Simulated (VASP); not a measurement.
# KI (P1) in VASP: further runs

Runs on KI. Level: PBE. Tasks: single point.

Program: VASP 6.6.1. These are calculated values, not measurements. Logs are shortened: lines on timing, memory, paths and dates and some standing lists are left out, and cuts for length are marked.

## (1) The cell of the first run

The typed cell holds 2 atoms: a = 5.624 Å, b = 5.624 Å, c = 5.624 Å, α = 60.00°, β = 60.00°, γ = 60.00°.

## (2) Single point, PBE

INCAR

```
SYSTEM = KI
  PREC = Accurate
  ENCUT = 520
  EDIFF = 1E-7
  ISMEAR = -1
  SIGMA = 0.086
  LREAL = .False.
  LASPH = .True.
  NELM = 100
  ALGO = Normal
  ISIF = 2
  LWAVE = .False.
  LCHARG = .True.
  GGA = PE
  LELF = .True.
  LVHAR = .True.
  NBANDS = 15
```

KPOINTS

```
Automatic mesh
0
Gamma
  4 4 4
  0 0 0
```

POSCAR

```
KI
1.0
    0.0000000000      3.9765960000      3.9765960000
    3.9765960000      0.0000000000      3.9765960000
    3.9765960000      3.9765960000      0.0000000000
K I
1 1
Direct
   -0.0007115382     -0.0404596041      0.0437272230
    0.2411479567      0.2545106418      0.2555663185
```

Potentials or basis: VASP PAW PBE potentials, release 64 (K_sv, I).

Run with:

```
$ cat potpaw_PBE.64/K_sv/POTCAR potpaw_PBE.64/I/POTCAR > POTCAR
$ mpirun -np 1 vasp_std > vasp.out
```

OUTCAR:

```text
SYSTEM = KI
   PREC = Accurate
   ENCUT = 520
   EDIFF = 1E-7
   ISMEAR = -1
   LREAL = .False.
   LASPH = .True.
   NELM = 100
   ISIF = 2
   GGA = PE

 ion  position               nearest neighbor table
   1  0.999  0.960  0.044-   2 3.24   2 3.45   2 3.49   2 3.62
   2  0.241  0.255  0.256-   1 3.24   1 3.45   1 3.49   1 3.62

  LATTYP: Found a face centered cubic cell.
 ALAT       =     7.9531920000

  Lattice vectors:

 A1 = (   0.0000000000,   3.9765960000,   3.9765960000)
 A2 = (   3.9765960000,   0.0000000000,   3.9765960000)
 A3 = (   3.9765960000,   3.9765960000,   0.0000000000)

Analysis of symmetry for initial positions (statically):
=====================================================================
 Subroutine PRICEL returns:
 Original cell was already a primitive cell.

 Routine SETGRP: Setting up the symmetry group for a
 face centered cubic supercell.

 Subroutine GETGRP returns: Found  1 space group operations
 (whereof  1 operations were pure point group operations)
 out of a pool of 48 trial point group operations.

The static configuration has the point symmetry C_1 .

Analysis of symmetry for dynamics (positions and initial velocities):
=====================================================================
 Subroutine PRICEL returns:
 Original cell was already a primitive cell.

 Routine SETGRP: Setting up the symmetry group for a
 face centered cubic supercell.

 Subroutine GETGRP returns: Found  1 space group operations
 (whereof  1 operations were pure point group operations)
 out of a pool of 48 trial point group operations.

The dynamic configuration has the point symmetry C_1 .

 Subroutine INISYM returns: Found  1 space group operations
 (whereof  1 operations are pure point group operations),
 and found     1 'primitive' translations

----------------------------------------------------------------------------------------

                                     Primitive cell

  volume of cell :     125.7663

  direct lattice vectors                    reciprocal lattice vectors
     0.000000000  3.976596000  3.976596000    -0.125735679  0.125735679  0.125735679
     3.976596000  0.000000000  3.976596000     0.125735679 -0.125735679  0.125735679
     3.976596000  3.976596000  0.000000000     0.125735679  0.125735679 -0.125735679

  length of vectors
     5.623755995  5.623755995  5.623755995     0.217780585  0.217780585  0.217780585

  position of ions in fractional coordinates (direct lattice)
     0.999288462  0.959540396  0.043727223
     0.241147957  0.254510642  0.255566319

  ion indices of the primitive-cell ions
   primitive index   ion index
                 1           1
                 2           2

----------------------------------------------------------------------------------------

 KPOINTS: Automatic mesh

Automatic generation of k-mesh.
 Grid dimensions read from file:
 generate k-points for:    4    4    4

 Generating k-lattice:

  Cartesian coordinates                     Fractional coordinates (reciprocal lattice)
    -0.031433920  0.031433920  0.031433920     0.250000000  0.000000000  0.000000000
     0.031433920 -0.031433920  0.031433920     0.000000000  0.250000000  0.000000000
     0.031433920  0.031433920 -0.031433920     0.000000000  0.000000000  0.250000000

  Length of vectors
     0.054445146  0.054445146  0.054445146

  Shift w.r.t. Gamma in fractional coordinates (k-lattice)
     0.000000000  0.000000000  0.000000000

 Subroutine IBZKPT returns following result:
 ===========================================

 Found     36 irreducible k-points:

 Following reciprocal coordinates:
            Coordinates               Weight
  0.000000  0.000000  0.000000      1.000000
  0.250000  0.000000  0.000000      2.000000
  0.000000  0.250000  0.000000      2.000000
  0.000000  0.000000  0.250000      2.000000
  0.250000  0.250000  0.250000      2.000000
  0.500000  0.000000  0.000000      1.000000
[... 16 lines left out ...]
  0.250000  0.500000  0.500000      2.000000
  0.500000  0.000000  0.250000      2.000000
 [... further k-points ...]
   k-points           NKPTS =     36   k-points in BZ     NKDIM =     36   number of bands    NBANDS=     15
   number of dos      NEDOS =    301   number of ions     NIONS =      2
   total plane-waves  NPLWV =  74088
   dimension x,y,z NGX =    42 NGY =   42 NGZ =   42
   dimension x,y,z NGXF=    84 NGYF=   84 NGZF=   84
   ions per type =               1   1
   NGX,Y,Z   is equivalent  to a cutoff of  12.42, 12.42, 12.42 a.u.
   NGXF,Y,Z  is equivalent  to a cutoff of  24.83, 24.83, 24.83 a.u.
 SYSTEM =  KI
   PREC   = accura    normal or accurate (medium, high low for compatibility)
   ISTART =      0    job   : 0-new  1-cont  2-samecut
   ICHARG =      2    charge: 1-file 2-atom 10-const
   ISPIN  =      1    spin polarized calculation?
   LNONCOLLINEAR =      F non collinear calculations
   LSORBIT =      F    spin-orbit coupling
   LASPH  =      T    aspherical Exc in radial PAW
   ENCUT  =  520.0 eV  38.22 Ry    6.18 a.u.  10.46 10.46 10.46*2*pi/ulx,y,z
   NELM   =    100;   NELMIN=  2; NELMDL= -5     # of ELM steps
   EDIFF  = 0.1E-06   stopping-criterion for ELM
   LREAL  =      F    real-space projection
   EDIFFG = 0.1E-05   stopping-criterion for IOM
   NSW    =      0    number of steps for IOM
   IBRION =     -1    ionic relax: 0-MD 1-quasi-New 2-CG
   NFREE  =      0    steps in history (QN), initial steepest desc. (CG)
   ISIF   =      2    stress and relaxation
   ISYM   =      2    0-nonsym 1-usesym 2-fastsym
   POTIM  = 0.5000    time-step for ionic-motion
   TEBEG  =    0.0;   TEEND  =   0.0 temperature during run
   PSTRESS=    0.0 pullay stress
   NELECT =      16.0000    total number of electrons
   NUPDOWN=      -1.0000    fix difference up-down
   EMIN   =  10.00;   EMAX   =-10.00  energy-range for DOS
   EFERMI =   0.00;   METHOD = LEGACY
   ISMEAR =    -1;   SIGMA  =   0.09  broadening in eV -4-tet -1-fermi 0-gaus
   EFERMI_NEDOS =   21; number of points for ismear=-14 and -15
   IALGO  =     38    algorithm
   IMIX   =      4    mixing-type and parameters
     AMIX     =   0.40;   BMIX     =  1.00
     AMIX_MAG =   1.60;   BMIX_MAG =  1.00
  volume/ion in A,a.u.               =      62.88       424.36
  Fermi-wavevector in a.u.,A,eV,Ry     =   0.823367  1.555938  9.223837  0.677933
  Thomas-Fermi vector in A             =   1.934865
   LORBIT       =      0    0 simple, 1 ext, 2 COOP (PROOUT), +10 PAW based schemes
   GGA     = PE    functional components
   LHFCALC =     F    Hartree Fock is set to
   AEXX    =    0.0000 exact exchange contribution
   IVDW    =     0    specifies the selected vdW correction
   LEPSILON=     F    determine dielectric tensor
   LRPA    =     F    only Hartree local field effects (RPA)
 non-spin polarized calculation
  energy-cutoff  :      520.00
  volume of cell :      125.77
 maximum number of plane-waves:      3399
 NGX is ok and might be reduce to    42
   NGX = 21   NGY = 21   NGZ = 21

 number of electron      15.9999999 magnetization

 Free energy of the ion-electron system (eV)
  ---------------------------------------------------
  ext. energy  EPLUGINS =         0.00000000
  ---------------------------------------------------
  free energy    TOTEN  =        -5.35232733 eV

  energy without entropy =       -5.35232733  energy(sigma->0) =       -5.35232733

 E-fermi :  -0.0478     XC(G=0):  -5.7037

 val. band max:       -2.1600328057   @ k =   0.0000   0.0000   0.0000
 cond. band min:       1.7050701923   @ k =   0.0000   0.0000   0.0000
 fundamental gap:      3.8651029980
 Fermi energy:        -0.0478099896

 k-point     1 :       0.0000    0.0000    0.0000
  band No.  band energies     occupation
      1     -30.6872      2.00000
      2     -14.1899      2.00000
      3     -14.1850      2.00000
      4     -14.1812      2.00000
      5     -12.2157      2.00000
      6      -2.2474      2.00000
      7      -2.2068      2.00000
      8      -2.1600      2.00000
      9       1.7051      0.00000
     10       5.3205      0.00000
     11       5.3557      0.00000
     12       5.7108      0.00000
     13       5.9200      0.00000
     14       6.0804      0.00000
     15       6.9104      0.00000

 k-point     2 :       0.2500    0.0000    0.0000
  band No.  band energies     occupation
      1     -30.6870      2.00000
      2     -14.2132      2.00000
      3     -14.1889      2.00000
      4     -14.1841      2.00000
      5     -12.1684      2.00000
      6      -2.4613      2.00000
      7      -2.2344      2.00000
      8      -2.1870      2.00000
      9       2.5066      0.00000
     10       4.9468      0.00000
     11       5.0415      0.00000
     12       5.2106      0.00000
     13       6.0967      0.00000
     14       6.2973      0.00000
     15       6.3955      0.00000

 k-point     3 :       0.0000    0.2500    0.0000
  band No.  band energies     occupation
      1     -30.6870      2.00000
      2     -14.2276      2.00000
      3     -14.1879      2.00000
      4     -14.1830      2.00000
      5     -12.1507      2.00000
      6      -2.4957      2.00000
      7      -2.1944      2.00000
      8      -2.1646      2.00000
      9       2.4888      0.00000
     10       4.9198      0.00000
     11       4.9351      0.00000
     12       5.0584      0.00000
     13       6.2286      0.00000
     14       6.2447      0.00000
     15       6.4311      0.00000
[... 343 lines left out ...]
 k-point    23 :       0.2500    0.5000    0.5000
  band No.  band energies     occupation
      1     -30.6867      2.00000
      2     -14.2495      2.00000
      3     -14.1920      2.00000
      4     -14.1894      2.00000
      5     -12.0976      2.00000
      6      -2.6004      2.00000
      7      -2.3286      2.00000
      8      -2.2367      2.00000
      9       3.4522      0.00000
     10       4.0879      0.00000
     11       4.8451      0.00000
     12       5.3876      0.00000
     13       6.3468      0.00000
     14       6.4554      0.00000
     15       6.8558      0.00000

 k-point    24 :       0.5000    0.0000    0.2500
  band No.  band energies     occupation
      1     -30.6867      2.00000
      2     -14.2450      2.00000
      3     -14.1930      2.00000
      4     -14.1877      2.00000
      5     -12.1056      2.00000
      6      -2.6026      2.00000
      7      -2.3064      2.00000
      8      -2.2602      2.00000
      9       3.4676      0.00000
     10       4.1446      0.00000
     11       4.8554      0.00000
     12       5.2975      0.00000
     13       6.4060      0.00000
     14       6.4779      0.00000
     15       6.8625      0.00000

 [... further k-points ...]

------------------------ aborting loop because EDIFF is reached ----------------------------------------

  FORCE on cell =-STRESS in cart. coord.  units (eV):
  Direction    XX          YY          ZZ          XY          YZ          ZX
  --------------------------------------------------------------------------------------
  -------------------------------------------------------------------------------------
  Total        0.2484417      0.1697554      0.1979062     -0.3443444     -0.1688886      0.4191850
  in kB        3.1649777      2.1625681      2.5211895     -4.3867132     -2.1515255      5.3401311
  external PRESSURE =       2.6162451 kB  Pullay stress =       0.0000000 kB

 VOLUME and BASIS-vectors are now :
 -----------------------------------------------------------------------------
  energy-cutoff  :      520.00
  volume of cell :      125.77
      direct lattice vectors                 reciprocal lattice vectors
     0.000000000  3.976596000  3.976596000    -0.125735679  0.125735679  0.125735679
     3.976596000  0.000000000  3.976596000     0.125735679 -0.125735679  0.125735679
     3.976596000  3.976596000  0.000000000     0.125735679  0.125735679 -0.125735679

 POSITION                                       TOTAL-FORCE (eV/Angst)
 -----------------------------------------------------------------------------------
      3.98959      4.14765      7.78947         0.122703     -0.228268      0.192365
      2.02837      1.97523      1.97103        -0.122703      0.228268     -0.192365
 -----------------------------------------------------------------------------------
    total drift:                               -0.000030     -0.000009     -0.000095

  FREE ENERGIE OF THE ION-ELECTRON SYSTEM (eV)
  ---------------------------------------------------
  free  energy   TOTEN  =        -5.3523273259 eV

  energy  without entropy=       -5.3523273257  energy(sigma->0) =       -5.35232733
```

Wall time 1.7 min (1 thread of Intel Xeon 8259CL, shared host); peak memory 0.28 GiB.

Results:

* Free energy: -5.3523 eV
* Pressure: 0.3 GPa
* Largest force: 0.323 eV/Å
* Band gap on the k mesh: 3.87 eV

Forces on the atoms (eV/Å):
```
K    0.123 -0.228  0.192
I   -0.123  0.228 -0.192
```

Caveat: the atoms stand as in a frame of molecular dynamics; spin-orbit coupling is left out, which moves the levels of the heavy elements.

## (3) Single point, PBE

This run uses another cell than the first one, of 66.00 Å³/atom.

INCAR

```
PREC = Accurate
ENCUT = 520
EDIFF = 1E-6
ISMEAR = -1
SIGMA = 0.086
LREAL = F
LASPH = T
NELM = 60
ALGO = Normal
ISIF = 2
LWAVE = F
LCHARG = F
GGA = PE
NBANDS = 15
```

KPOINTS

```
regular mesh
0
Gamma
  4 4 4
```

POSCAR

```
KI
1.0
    0.0000000000      4.0412020000      4.0412020000
    4.0412020000      0.0000000000      4.0412020000
    4.0412020000      4.0412020000      0.0000000000
K I
1 1
Direct
    0.0078673375     -0.0667436322      0.0577611562
    0.2362912074      0.2512709090      0.2640396347
```

Potentials or basis: VASP PAW PBE potentials, release 64 (K_sv, I).

Run with:

```
$ cat potpaw_PBE.64/K_sv/POTCAR potpaw_PBE.64/I/POTCAR > POTCAR
$ mpirun -np 1 vasp_std > vasp.out
```

Run time: 93 s. Hardware: 1 thread of Intel Xeon 8259CL, shared host; peak memory 0.34 GiB.

The run converged. Its results:

```yaml
Free_energy: -5.3157 eV
Pressure: 0.1 GPa
Largest_force: 0.490 eV/Å
Band_gap_on_the_k_mesh: 3.78 eV
```

Forces on the atoms (eV/Å):
```
K    0.251 -0.318  0.276
I   -0.251  0.318 -0.276
```

Stress tensor (GPa, compression positive):
```
 0.15 -0.53  0.66
-0.53  0.00 -0.43
 0.66 -0.43  0.08
```

Levels at points of the mesh, in eV from the valence-band top:
```csv
k point,band 5,band 6,band 7,band 8,band 9,band 10,band 11,band 12
"(0.00, 0.00, 0.00)",-10.04,-0.11,-0.04,0.00,3.78,7.40,7.46,7.71
"(0.50, 0.00, 0.00)",-9.97,-0.47,-0.10,-0.06,5.46,6.36,6.85,7.18
"(0.00, 0.50, 0.00)",-9.93,-0.52,-0.02,0.00,5.43,6.07,6.88,7.00
"(0.00, 0.00, 0.50)",-9.98,-0.45,-0.11,-0.08,5.47,6.42,6.90,7.17
"(0.50, 0.50, 0.50)",-9.96,-0.49,-0.08,-0.04,5.46,6.31,6.85,7.16
"(0.50, 0.50, 0.00)",-9.93,-0.50,-0.14,-0.08,5.20,6.15,7.44,8.13
"(0.00, 0.50, 0.50)",-9.93,-0.50,-0.13,-0.09,5.20,6.13,7.43,8.08
"(0.50, 0.00, 0.50)",-9.94,-0.49,-0.15,-0.07,5.20,6.16,7.45,8.14
```

Caveat: the atoms stand as in a frame of molecular dynamics; spin-orbit coupling is left out, which moves the levels of the heavy elements.
